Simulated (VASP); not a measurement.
Here is a VASP 6.6.1 calculation.

INCAR

```
SYSTEM = La2Zr2O
  PREC = Accurate
  ENCUT = 520
  EDIFF = 1E-6
  ISMEAR = 0
  SIGMA = 0.1
  LREAL = .FALSE.
  LASPH = .TRUE.
  NELM = 100
  ALGO = Normal
  ISIF = 2
  LWAVE = .FALSE.
  LCHARG = .FALSE.
  GGA = PE
  NBANDS = 34
```

The input KPOINTS:

```
regular mesh
0
G
  6 6 2
  0 0 0
```

Contents of POSCAR:

```
La2Zr2O
1.0
    4.1516929300      0.0000000000      0.0000000000
   -2.0758464700      3.5954715500      0.0000000000
    0.0000000000      0.0000000000      8.1185296800
La Zr O
2 2 1
Direct
    0.0000000000      0.0000000000      0.7055339800
    0.0000000000      0.0000000000      0.2944660200
    0.6666666700      0.3333333300      0.5000000000
    0.3333333300      0.6666666700      0.0000000000
    0.6666666700      0.3333333300      0.0000000000
```

Potentials or basis: VASP PAW PBE potentials, release 64 (La, Zr_sv, O).

Command:

```bash
$ cat potpaw_PBE.64/La/POTCAR potpaw_PBE.64/Zr_sv/POTCAR potpaw_PBE.64/O/POTCAR > POTCAR
$ mpirun -np 1 vasp_std > vasp.out
```

(1) Estimate the largest force.

(2) Estimate the pressure.

(3) What does it give for the band gap on the k mesh?

Answers

(1) 1.760 eV/Å.

(2) -1.1 GPa.

(3) zero (band 26 reaches 8.81 eV, above the bottom of band 27 at 7.76 eV).

Caveat: the k points lie up to 0.39 Å⁻¹ apart; spin-orbit coupling is left out, which moves the levels of the heavy elements; forces of over 1 eV/Å act on the atoms, so gaps and moduli don't describe the material at rest.
